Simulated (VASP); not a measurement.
Write the native input for VASP 6.6.1 that does the following.

```
Task                               : single point
Functional                         : PBEsol-based global hybrid with 25 % exact exchange
Potentials or basis                : VASP PAW PBE potentials, release 64 (Mn_pv, S)
Cutoff                             : 520 eV
k mesh                             : 4 × 4 × 2
Occupations                        : fermi-dirac, width 0.05 eV
Spin                               : collinear spin, ferromagnetic start
Starting moments                   : [4.0, 4.0, 0.0, 0.0] μB
Dipole correction                  : no
Grid for exact exchange (PRECFOCK) : Normal
Share of exact exchange            : 0.25
Further INCAR settings             : ALGO = Normal; EDIFF = 1e-06; NBANDS = 31
```

MnS:

```
Mn S
1.0
     3.95358    0.00000    0.00000
    -1.97679    3.42390    0.00000
     0.00000    0.00000    6.34253
Mn S
2 2
Direct
  0.66667 0.33333 0.49884
  0.33333 0.66667 0.99884
  0.33333 0.66667 0.62615
  0.66667 0.33333 0.12615
```

One way to write it, as run:

POSCAR

```
MnS
1.0
    3.9535769233      0.0000000000      0.0000000000
   -1.9767884617      3.4238980514      0.0000000000
    0.0000000000      0.0000000000      6.3425288600
Mn S
2 2
Direct
    0.6666666667      0.3333333333      0.4988446700
    0.3333333333      0.6666666667      0.9988446700
    0.3333333333      0.6666666667      0.6261543000
    0.6666666667      0.3333333333      0.1261543000
```

INCAR.step1

```
SYSTEM = MnS
ALGO = Normal ; EDIFF = 1E-5
ENCUT = 520 ; GGA = PE
ISIF = 2 ; ISMEAR = -1
ISPIN = 2 ; KPAR = 4
LASPH = .TRUE. ; LMAXMIX = 4
LORBIT = 11 ; LREAL = .FALSE.
LWAVE = .TRUE. ; MAGMOM = 4 4 0 0
NBANDS = 31 ; NELM = 150
PREC = Accurate ; SIGMA = 0.05
```

INCAR.step2

```
SYSTEM = MnS
AEXX = 0.25 ; ALGO = Normal
EDIFF = 1E-6 ; ENCUT = 520
GGA = PS ; ISIF = 2
ISMEAR = -1 ; ISPIN = 2
ISTART = 1 ; KPAR = 4
LASPH = .TRUE. ; LCHARG = .TRUE.
LHFCALC = .TRUE. ; LMAXMIX = 4
LORBIT = 11 ; LREAL = .FALSE.
LVHAR = .TRUE. ; LWAVE = .FALSE.
MAGMOM = 4 4 0 0 ; NBANDS = 31
NELM = 150 ; PREC = Accurate
PRECFOCK = Normal ; SIGMA = 0.05
```

KPOINTS

```
k-points
0
G
  4 4 2
  0 0 0
```

Potentials or basis: VASP PAW PBE potentials, release 64 (Mn_pv, S).

The run is started by

```sh
$ cat potpaw_PBE.64/Mn_pv/POTCAR potpaw_PBE.64/S/POTCAR > POTCAR
$ cp INCAR.step1 INCAR
$ mpirun -np 4 vasp_std > vasp.out
$ cp INCAR.step2 INCAR
$ mpirun -np 4 vasp_std > vasp.out
```

It gave:

| Item | Value |
| --- | --- |
| Pressure | 2.6 GPa |
| Largest force | 0.323 eV/Å |
| Band gap on the k mesh | 2.67 eV (least direct gap 2.88 eV) |
| Net moment | 10.00 μB per cell |
| Site moments | Mn +4.51; S +0.05 μB |
| Valence electrons inside the program's atomic spheres | Mn 11.38; S 3.80 |

Caveat: the k points lie up to 0.50 Å⁻¹ apart; the PAW data sets were made with another functional, which shifts forces and pressure a little; the run started ferromagnetic, and an antiferromagnetic order may lie lower in energy.

It took 11 min on 4 MPI ranks on Intel(R) Xeon(R) Platinum 8259CL CPU @ 2.50GHz (Skylake/Cascade Lake), on a shared host, peak memory 0.27 GiB a rank.
